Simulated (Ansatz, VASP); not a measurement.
## Si: VASP beside Ansatz

```
CELL_PARAMETERS angstrom
-3.16962 3.16962 3.57597
3.16962 -3.16962 3.57597
3.16962 3.16962 -3.57597
ATOMIC_POSITIONS crystal
Si 0.20285 0.20285 0.20285
Si 0.50000 0.00000 0.29715
Si 0.29715 0.50000 0.00000
Si 0.00000 0.29715 0.50000
Si 0.79715 0.79715 0.79715
Si 0.50000 0.00000 0.70285
Si 0.70285 0.50000 0.00000
Si 0.00000 0.70285 0.50000
```

Alike in both runs: task single point; functional PBE; k mesh 10 × 10 × 10; occupations gaussian, width 0.15 eV; no spin polarisation.

|  | VASP | Ansatz |
| --- | --- | --- |
| version | VASP 6.6.1 | Ansatz 0.2.0 |
| potentials or method | VASP PAW PBE potentials, release 64 (Si), cutoff 520 eV | scalar-relativistic, plane waves, PAW |
| valence electrons in the cell | 32 | 32 |

VASP gave:

```
gap on the k mesh at the Fermi level (eV)                     : none
pressure (GPa)                                                : 3.1
traceless stress, the component that is largest in VASP (GPa) : -12.16
rms of the force components (eV/Å)                            : 0.458
```

Question: What did Ansatz give for the same quantities?

Answer: gap on the k mesh at the Fermi level (eV): none; pressure (GPa): 3.2; traceless stress, the component that is largest in VASP (GPa): -12.14; rms of the force components (eV/Å): 0.460.

Atom by atom the forces differ by 0.002 eV/Å (rms over components). A gap of «none» marks a metal or a gap that the smearing closes.
